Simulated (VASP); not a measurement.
# Ti in VASP: further runs

Ti is run at these levels: PBEsol; tasks: single point, relaxation of cell and atoms.

Everything below comes from runs of VASP 6.6.1. Logs are shortened: lines on timing, memory, paths and dates and some standing lists are left out, and cuts for length are marked.

## 1. The cell of the first run

Symmetry: P6/mmm, No. 191, hexagonal system. Conventional cell: a = 2.689 Å, b = 2.689 Å, c = 2.698 Å, α = 90.00°, β = 90.00°, γ = 120.00°. Ti (site symmetry 6/mmm) has 8 Ti at 2.69 to 2.70 Å within 3.5 Å.

This isn't the form of Ti at room conditions, which is hcp.

## 2. Single point, PBEsol

The input, INCAR:

```
ALGO = Fast ; EDIFF = 1E-6
ENCUT = 520 ; GGA = PS
ISIF = 2 ; ISMEAR = 0
LASPH = T ; LCHARG = F
LREAL = F ; LWAVE = F
NBANDS = 12 ; NELM = 100
PREC = Accurate ; SIGMA = 0.1
```

The input, KPOINTS:

```
k-points
0
Gamma
  24 24 22
```

The input, POSCAR:

```
Ti
1.0
    2.6891688346      0.0000000000      0.0000000000
   -1.3445844173      2.3288885259      0.0000000000
    0.0000000000      0.0000000000      2.6975567215
Ti
1
Direct
    0.0000000000      0.0000000000      0.0000000000
```

Potentials or basis: VASP PAW PBE potentials, release 64 (Ti_sv).

The run is started by

```
$ cat potpaw_PBE.64/Ti_sv/POTCAR > POTCAR
$ mpirun -np 1 vasp_std > vasp.out
```

OUTCAR:

```text
EDIFF = 1E-6
   ENCUT = 520
   GGA = PS
   ISIF = 2
   ISMEAR = 0
   LASPH = T
   LREAL = F
   NELM = 100
   PREC = Accurate

 ion  position               nearest neighbor table
   1  0.000  0.000  0.000-

  LATTYP: Found a hexagonal cell.
 ALAT       =     2.6891688346
 C/A-ratio  =     1.0031191373

  Lattice vectors:

 A1 = (   2.6891688346,   0.0000000000,   0.0000000000)
 A2 = (  -1.3445844173,   2.3288885259,   0.0000000000)
 A3 = (   0.0000000000,   0.0000000000,   2.6975567215)

Analysis of symmetry for initial positions (statically):
=====================================================================
 Subroutine PRICEL returns:
 Original cell was already a primitive cell.

 Routine SETGRP: Setting up the symmetry group for a
 hexagonal supercell.

 Subroutine GETGRP returns: Found 24 space group operations
 (whereof 24 operations were pure point group operations)
 out of a pool of 24 trial point group operations.

The static configuration has the point symmetry D_6h.

Analysis of symmetry for dynamics (positions and initial velocities):
=====================================================================
 Subroutine PRICEL returns:
 Original cell was already a primitive cell.

 Routine SETGRP: Setting up the symmetry group for a
 hexagonal supercell.

 Subroutine GETGRP returns: Found 24 space group operations
 (whereof 24 operations were pure point group operations)
 out of a pool of 24 trial point group operations.

The dynamic configuration has the point symmetry D_6h.

 Subroutine INISYM returns: Found 24 space group operations
 (whereof 24 operations are pure point group operations),
 and found     1 'primitive' translations

----------------------------------------------------------------------------------------

                                     Primitive cell

  volume of cell :      16.8942

  direct lattice vectors                    reciprocal lattice vectors
     2.689168835  0.000000000  0.000000000     0.371862111  0.214694690  0.000000000
    -1.344584417  2.328888526  0.000000000     0.000000000  0.429389380  0.000000000
     0.000000000  0.000000000  2.697556721     0.000000000  0.000000000  0.370705829

  length of vectors
     2.689168835  2.689168835  2.697556721     0.429389380  0.429389380  0.370705829

  position of ions in fractional coordinates (direct lattice)
     0.000000000  0.000000000  0.000000000

  ion indices of the primitive-cell ions
   primitive index   ion index
                 1           1

----------------------------------------------------------------------------------------

 KPOINTS: k-points

Automatic generation of k-mesh.
 Grid dimensions read from file:
 generate k-points for:   24   24   22

 Generating k-lattice:

  Cartesian coordinates                     Fractional coordinates (reciprocal lattice)
     0.015494255  0.008945612  0.000000000     0.041666667  0.000000000  0.000000000
     0.000000000  0.017891224  0.000000000     0.000000000  0.041666667  0.000000000
     0.000000000  0.000000000  0.016850265     0.000000000  0.000000000  0.045454545

  Length of vectors
     0.017891224  0.017891224  0.016850265

  Shift w.r.t. Gamma in fractional coordinates (k-lattice)
     0.000000000  0.000000000  0.000000000

 Subroutine IBZKPT returns following result:
 ===========================================

 Found    732 irreducible k-points:

 Following reciprocal coordinates:
            Coordinates               Weight
  0.000000  0.000000  0.000000      1.000000
  0.041667  0.000000  0.000000      6.000000
  0.083333  0.000000  0.000000      6.000000
  0.125000  0.000000  0.000000      6.000000
  0.166667  0.000000  0.000000      6.000000
  0.208333  0.000000  0.000000      6.000000
[... 16 lines left out ...]
  0.416667  0.041667  0.000000     12.000000
  0.458333  0.041667  0.000000     12.000000
 [... further k-points ...]
   k-points           NKPTS =    732   k-points in BZ     NKDIM =    732   number of bands    NBANDS=     12
   number of dos      NEDOS =    301   number of ions     NIONS =      1
   total plane-waves  NPLWV =   8000
   dimension x,y,z NGX =    20 NGY =   20 NGZ =   20
   dimension x,y,z NGXF=    40 NGYF=   40 NGZF=   40
   ions per type =               1
   NGX,Y,Z   is equivalent  to a cutoff of  12.36, 12.36, 12.33 a.u.
   NGXF,Y,Z  is equivalent  to a cutoff of  24.73, 24.73, 24.65 a.u.
 SYSTEM =  unknown system
   PREC   = accura    normal or accurate (medium, high low for compatibility)
   ISTART =      0    job   : 0-new  1-cont  2-samecut
   ICHARG =      2    charge: 1-file 2-atom 10-const
   ISPIN  =      1    spin polarized calculation?
   LNONCOLLINEAR =      F non collinear calculations
   LSORBIT =      F    spin-orbit coupling
   LASPH  =      T    aspherical Exc in radial PAW
   ENCUT  =  520.0 eV  38.22 Ry    6.18 a.u.   5.00  5.00  5.02*2*pi/ulx,y,z
   NELM   =    100;   NELMIN=  2; NELMDL= -5     # of ELM steps
   EDIFF  = 0.1E-05   stopping-criterion for ELM
   LREAL  =      F    real-space projection
[... 7 lines left out ...]
   TEBEG  =    0.0;   TEEND  =   0.0 temperature during run
   PSTRESS=    0.0 pullay stress
   NELECT =      12.0000    total number of electrons
   NUPDOWN=      -1.0000    fix difference up-down
   EMIN   =  10.00;   EMAX   =-10.00  energy-range for DOS
   EFERMI =   0.00;   METHOD = LEGACY
   ISMEAR =     0;   SIGMA  =   0.10  broadening in eV -4-tet -1-fermi 0-gaus
   EFERMI_NEDOS =   21; number of points for ismear=-14 and -15
   IALGO  =     68    algorithm
   IMIX   =      4    mixing-type and parameters
     AMIX     =   0.40;   BMIX     =  1.00
     AMIX_MAG =   1.60;   BMIX_MAG =  1.00
  volume/ion in A,a.u.               =      16.89       114.01
  Fermi-wavevector in a.u.,A,eV,Ry     =   1.460684  2.760292 29.029340  2.133596
  Thomas-Fermi vector in A             =   2.577104
   LORBIT       =      0    0 simple, 1 ext, 2 COOP (PROOUT), +10 PAW based schemes
   GGA     = PS    functional components
   LHFCALC =     F    Hartree Fock is set to
   AEXX    =    0.0000 exact exchange contribution
   IVDW    =     0    specifies the selected vdW correction
   LEPSILON=     F    determine dielectric tensor
   LRPA    =     F    only Hartree local field effects (RPA)
 non-spin polarized calculation
 RMM-DIIS sequential band-by-band and
 Gauss-broadening in eV      SIGMA  =   0.10
  energy-cutoff  :      520.00
  volume of cell :       16.89
 maximum number of plane-waves:       474
 NGX is ok and might be reduce to    20

 number of electron      11.9999996 magnetization

 Free energy of the ion-electron system (eV)
  ---------------------------------------------------
  ext. energy  EPLUGINS =         0.00000000
  ---------------------------------------------------
  free energy    TOTEN  =        -7.99060994 eV

  energy without entropy =       -7.98690112  energy(sigma->0) =       -7.98875553

 E-fermi :   8.2007     XC(G=0): -11.7120

 val. band max:        8.2002760939   @ k =   0.2500   0.2083   0.4091
 cond. band min:       8.2012684287   @ k =   0.2500   0.2500   0.4091
 fundamental gap:      0.0009923348
 Fermi energy:         8.2007356075

 k-point     1 :       0.0000    0.0000    0.0000
  band No.  band energies     occupation
      1     -48.0807      2.00000
      2     -24.0658      2.00000
      3     -23.8111      2.00000
      4     -23.8111      2.00000
      5       2.3290      2.00000
      6       6.8456      2.00000
      7       9.3868      0.00000
      8       9.3868      0.00000
      9      12.3024      0.00000
     10      12.3024      0.00000
     11      22.7875      0.00000
     12      24.7156      0.00000

 k-point     2 :       0.0417    0.0000    0.0000
  band No.  band energies     occupation
      1     -48.0773      2.00000
      2     -24.0636      2.00000
      3     -23.8300      2.00000
      4     -23.8152      2.00000
      5       2.3892      2.00000
      6       6.8727      2.00000
      7       9.3334      0.00000
      8       9.4327      0.00000
      9      12.2486      0.00000
     10      12.2944      0.00000
     11      22.8940      0.00000
     12      24.7458      0.00000

 k-point     3 :       0.0833    0.0000    0.0000
  band No.  band energies     occupation
      1     -48.0673      2.00000
      2     -24.0572      2.00000
      3     -23.8852      2.00000
      4     -23.8273      2.00000
      5       2.5669      2.00000
      6       6.9517      2.00000
      7       9.1829      0.00000
      8       9.5690      0.00000
      9      12.0952      0.00000
     10      12.2709      0.00000
     11      23.2042      0.00000
     12      24.7800      0.00000
[... 286 lines left out ...]
 k-point    23 :       0.4167    0.0417    0.0000
  band No.  band energies     occupation
      1     -47.8836      2.00000
      2     -24.8221      2.00000
      3     -24.0508      2.00000
      4     -23.9404      2.00000
      5       5.7085      2.00000
      6       7.6922      2.00000
      7       9.1816      0.00000
      8      10.0535      0.00000
      9      11.8370      0.00000
     10      12.7510      0.00000
     11      17.5234      0.00000
     12      22.9199      0.00000

 k-point    24 :       0.4583    0.0417    0.0000
  band No.  band energies     occupation
      1     -47.8766      2.00000
      2     -24.8555      2.00000
      3     -24.0590      2.00000
      4     -23.9360      2.00000
      5       5.7332      2.00000
      6       7.8340      2.00000
      7       9.2737      0.00000
      8       9.9930      0.00000
      9      11.8215      0.00000
     10      12.9148      0.00000
     11      17.1718      0.00000
     12      22.7174      0.00000

 [... further k-points ...]

------------------------ aborting loop because EDIFF is reached ----------------------------------------

  FORCE on cell =-STRESS in cart. coord.  units (eV):
  Direction    XX          YY          ZZ          XY          YZ          ZX
  --------------------------------------------------------------------------------------
  -------------------------------------------------------------------------------------
  Total       -0.0253825     -0.0253825     -0.0199980      0.0000000      0.0000000     -0.0000000
  in kB       -2.4071770     -2.4071770     -1.8965271      0.0000000      0.0000000     -0.0000000
  external PRESSURE =      -2.2369604 kB  Pullay stress =       0.0000000 kB

 VOLUME and BASIS-vectors are now :
 -----------------------------------------------------------------------------
  energy-cutoff  :      520.00
  volume of cell :       16.89
      direct lattice vectors                 reciprocal lattice vectors
     2.689168835  0.000000000  0.000000000     0.371862111  0.214694690  0.000000000
    -1.344584417  2.328888526  0.000000000     0.000000000  0.429389380  0.000000000
     0.000000000  0.000000000  2.697556721     0.000000000  0.000000000  0.370705829

 POSITION                                       TOTAL-FORCE (eV/Angst)
 -----------------------------------------------------------------------------------
      0.00000      0.00000      0.00000        -0.000000      0.000000      0.000000
 -----------------------------------------------------------------------------------
    total drift:                               -0.000000     -0.000000     -0.000000

  FREE ENERGIE OF THE ION-ELECTRON SYSTEM (eV)
  ---------------------------------------------------
  free  energy   TOTEN  =        -7.9906099353 eV

  energy  without entropy=       -7.9869011225  energy(sigma->0) =       -7.98875553
```

It took 1.9 min on 1 thread of AMD EPYC 9R45 (Zen 5), shared host; peak memory 0.21 GiB.

What came out:

```
Free energy            : -7.9906 eV
Pressure               : -0.2 GPa
Band gap on the k mesh : zero (bands 6 and 7 overlap by 0.68 eV)
```

Caveat: the PAW data sets were made with another functional, which shifts forces and pressure a little.

## 3. Relaxation of cell and atoms, PBEsol

This run uses another cell than the first one, of 17.30 Å³/atom.

The input, INCAR:

```
PREC = Accurate ; ENCUT = 600
EDIFF = 1E-7 ; ISMEAR = 0
SIGMA = 0.1 ; LREAL = F
LASPH = T ; NELM = 80
ALGO = Fast ; ISIF = 3
LWAVE = F ; LCHARG = F
GGA = PS ; IBRION = 2
NSW = 100 ; EDIFFG = -0.01
```

The input, KPOINTS:

```
Automatic mesh
0
Gamma
  24 24 22
```

The input, POSCAR:

```
Ti
1.0
    2.7753562304      0.0000000000      0.0000000000
   -1.3876781152      2.4035290001      0.0000000000
    0.0000000000      0.0000000000      2.5932234778
Ti
1
Direct
    0.0000000000      0.0000000000      0.0000000000
```

Potentials or basis: VASP PAW PBE potentials, release 64 (Ti_sv).

The run is started by

```
$ cat potpaw_PBE.64/Ti_sv/POTCAR > POTCAR
$ mpirun -np 1 vasp_std > vasp.out
```

It took 26 min on 1 thread of AMD EPYC 9R45 (Zen 5), shared host; peak memory 0.32 GiB.

It converged, with:

```yaml
Free_energy: -7.9908 eV
Relaxed_volume: 16.85 Å³/atom
Relaxed_cell: a = 2.686 Å, b = 2.686 Å, c = 2.696 Å, α = 90.00°, β = 90.00°, γ = 120.00°
Space_group_after_relaxing_to_0.1_Å: P6/mmm (No. 191)
Energy_gained_by_relaxing: 32.9 meV/atom
Ionic_steps: 8
Pressure_after_relaxing: 0.0 GPa
Band_gap_on_the_k_mesh: zero (bands 6 and 7 overlap by 0.68 eV)
```

Stress tensor (GPa, compression positive):
```
 0.04  0.00  0.00
 0.00  0.04  0.00
 0.00  0.00 -0.07
```

The path:
```csv
step,energy change (eV),largest force (eV/Å),pressure (GPa),volume (Å³)
1,0.0000,0.0000,-2.88,17.30
2,-0.0255,0.0000,1.85,16.52
3,-0.0260,0.0000,2.56,16.40
4,-0.0303,0.0000,1.00,16.73
5,-0.0317,0.0000,1.49,16.63
6,-0.0326,0.0000,-0.73,16.98
7,-0.0329,0.0000,-0.07,16.86
8,-0.0329,0.0000,0.00,16.85
```

Final structure:
```yaml
crystal:
  lattice:
    - [2.68641, 0.00000, 0.00000]
    - [-1.34320, 2.32650, 0.00000]
    - [0.00000, 0.00000, 2.69649]
  atoms:
    - { symbol: Ti, position: [0.00000, 0.00000, 0.00000] }
```

Levels at points of the mesh, in eV from the Fermi level:
```
           k point  band 4  band 5  band 6  band 7  band 8  band 9
(0.00, 0.00, 0.00)  -32.00   -5.88   -1.36    1.19    1.19    4.11
(0.50, 0.00, 0.00)  -32.13   -2.52   -0.35    1.15    1.77    3.66
(0.00, 0.00, 0.50)  -31.95   -2.34   -0.58    1.58    1.58    2.74
(0.50, 0.00, 0.50)  -32.18   -2.57   -1.28    1.83    4.78    4.95
```

Caveat: the PAW data sets were made with another functional, which shifts forces and pressure a little.

## 4. Single point, PBEsol

This run uses another cell than the first one: it holds 4 atoms, not 1.

The input, INCAR:

```
SYSTEM = Ti
ALGO     = Normal         ! electronic algorithm
EDIFF    = 1E-7           ! SCF threshold, eV
ENCUT    = 520            ! plane-wave cutoff, eV
GGA      = PS             ! functional
ISIF     = 2              ! what is computed and relaxed
ISMEAR   = 0              ! smearing method
LASPH    = .True.         ! aspherical terms in the spheres
LCHARG   = .False.        ! write CHGCAR
LREAL    = .False.        ! projectors in reciprocal space
LWAVE    = .False.        ! write WAVECAR
NBANDS   = 32             ! bands
NELM     = 100            ! most SCF steps
PREC     = Accurate       ! precision mode
SIGMA    = 0.1            ! smearing width, eV
```

The input, KPOINTS:

```
k-points
0
Gamma
  6 6 4
  0 0 0
```

The input, POSCAR:

```
Ti
1.0
    4.6837902718      0.0000000000      0.0000000000
   -2.3418951359      4.0562813613      0.0000000000
    0.0000000000      0.0000000000      4.7482396306
Ti
4
Direct
    0.3333333333      0.6666666667      0.4999784704
    0.6666666667      0.3333333333      0.9999784704
    0.6666666667      0.3333333333      0.5000215296
    0.3333333333      0.6666666667      0.0000215296
```

The run is started by

```
$ cat potpaw_PBE.64/Ti_sv/POTCAR > POTCAR
$ mpirun -np 1 vasp_std > vasp.out
```

Run time: 93 s. Hardware: 1 thread of Intel Xeon 8259CL, shared host; peak memory 0.21 GiB.

Results (log left out):

```yaml
Free_energy: -27.4613 eV
Pressure: 0.0 GPa
Band_gap_on_the_k_mesh: zero (bands 24 and 25 overlap by 0.88 eV)
```

Forces in eV/Å, atoms in the order of the input:
```
Ti   0.000  0.000  0.002
Ti   0.000  0.000  0.002
Ti   0.000  0.000 -0.002
Ti   0.000  0.000 -0.002
```

Levels at points of the mesh, in eV from the Fermi level:
```csv
k point,band 20,band 21,band 22,band 23,band 24,band 25,band 26,band 27,band 28,band 29
"(0.00, 0.00, 0.00)",-1.27,-0.85,0.02,0.02,0.12,0.12,0.16,0.60,0.60,1.77
"(0.50, 0.00, 0.00)",-1.69,-1.29,-0.82,-0.50,-0.40,-0.30,0.71,1.03,1.12,1.22
"(0.00, 0.00, 0.50)",-0.35,-0.35,-0.35,0.58,0.58,0.58,0.58,0.86,0.86,1.73
"(0.50, 0.00, 0.50)",-1.28,-0.56,-0.56,-0.30,-0.30,0.46,0.46,1.11,1.11,1.72
```

Caveat: the PAW data sets were made with another functional, which shifts forces and pressure a little.

## 5. The runs side by side

| task | cell | k mesh | cutoff (eV) | gap on the mesh (eV) | pressure (GPa) |
| --- | --- | --- | --- | --- | --- |
| single point | a = 2.689, b = 2.689, c = 2.698 Å, angles 90.0, 90.0, 120.0°, 1 atom, atomic positions A | 24 × 24 × 22 | 520 | none | -0.2 |
| relaxation of cell and atoms | relaxed from a = 2.775, b = 2.775, c = 2.593 Å, angles 90.0, 90.0, 120.0°, 1 atom, atomic positions A | 24 × 24 × 22 | 600 | none | 0.0 |
| single point | a = 4.684, b = 4.684, c = 4.748 Å, angles 90.0, 90.0, 120.0°, 4 atoms, atomic positions B | 6 × 6 × 4 | 520 | none | 0.0 |

Alike in all rows: level PBEsol; potentials or basis VASP PAW PBE potentials, release 64 (Ti_sv); no spin polarisation; smearing gaussian 0.1 eV.

Caveats: the PAW data sets were made with another functional, which shifts forces and pressure a little.

Total energies depend on the potentials used, so only differences within one code and one set of settings carry meaning.
